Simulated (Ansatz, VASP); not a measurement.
## One calculation of BeTeS4, two programs

INCAR

```
SYSTEM = BeTeS4
ALGO = Normal ; EDIFF = 1E-6
ENCUT = 600 ; GGA = PE
GGA_COMPAT = .FALSE. ; ISIF = 2
ISMEAR = 0 ; LASPH = .TRUE.
LCHARG = .FALSE. ; LREAL = .FALSE.
LWAVE = .FALSE. ; NBANDS = 25
NELM = 120 ; PREC = Accurate
SIGMA = 0.1
```

Contents of KPOINTS:

```
k-points
0
G
  4 4 4
  0 0 0
```

The input POSCAR:

```
BeTeS4
1.0
   -2.8810077095      2.8810077095      4.5643611946
    2.8810077095     -2.8810077095      4.5643611946
    2.8810077095      2.8810077095     -4.5643611946
Be Te S
1 1 4
Direct
    0.2500000000      0.7500000000      0.5000000000
    0.0000000000      0.0000000000      0.0000000000
    0.3586601006      0.8734146863      0.9518121118
    0.9216025745      0.4068479889      0.0481878882
    0.5931520111      0.6413398994      0.5147545857
    0.1265853137      0.0783974255      0.4852454143
```

Input for Ansatz:

```yaml
crystal:
  lattice:
    - [-2.8810077095, 2.8810077095, 4.5643611946]
    - [2.8810077095, -2.8810077095, 4.5643611946]
    - [2.8810077095, 2.8810077095, -4.5643611946]
  atoms:
    - { symbol: Be, position: [0.25, 0.75, 0.5] }
    - { symbol: Te, position: [0.0, 0.0, 0.0] }
    - { symbol: S, position: [0.3586601006, 0.8734146863, 0.9518121118] }
    - { symbol: S, position: [0.9216025745, 0.4068479889, 0.0481878882] }
    - { symbol: S, position: [0.5931520111, 0.6413398994, 0.5147545857] }
    - { symbol: S, position: [0.1265853137, 0.0783974255, 0.4852454143] }
basis:
  ecutwfc: 420
kpoints:
  mp_grid: { grid: [4, 4, 4] }
hamiltonian:
  xc: pbe
scf:
  occupations: { method: gaussian, width: 0.1 }
  lower_state_search: "off"
output:
  forces: true
  stress: true
  eigenvalues: true
```

Alike in both runs: task single point; functional PBE; k mesh 4 × 4 × 4; occupations gaussian, width 0.1 eV; no spin polarisation.

```csv
,VASP,Ansatz
version,VASP 6.6.1,Ansatz 0.2.0
potentials or method,"VASP PAW PBE potentials, release 64 (Be, Te, S), cutoff 600 eV","scalar-relativistic, plane waves, PAW"
valence electrons in the cell,32,42
```

VASP gave:

| Quantity | Value |
| --- | --- |
| gap on the k mesh at the Fermi level (eV) | 1.14 |
| least direct gap on the mesh (eV) | 1.32 |
| pressure (GPa) | -0.1 |
| traceless stress, the component that is largest in VASP (GPa) | -0.15 |
| rms of the force components (eV/Å) | 0.017 |

Q: What did Ansatz give for the same quantities?

A: gap on the k mesh at the Fermi level (eV): 1.12; least direct gap on the mesh (eV): 1.30; pressure (GPa): 0.0; traceless stress, the component that is largest in VASP (GPa): -0.17; rms of the force components (eV/Å): 0.006.

Atom by atom the forces differ by 0.017 eV/Å (rms over components). VASP's potentials hold 32 valence electrons a cell and Ansatz's 42, so a difference there can come from the potentials and not from the codes.

Neither program's run includes spin-orbit coupling.
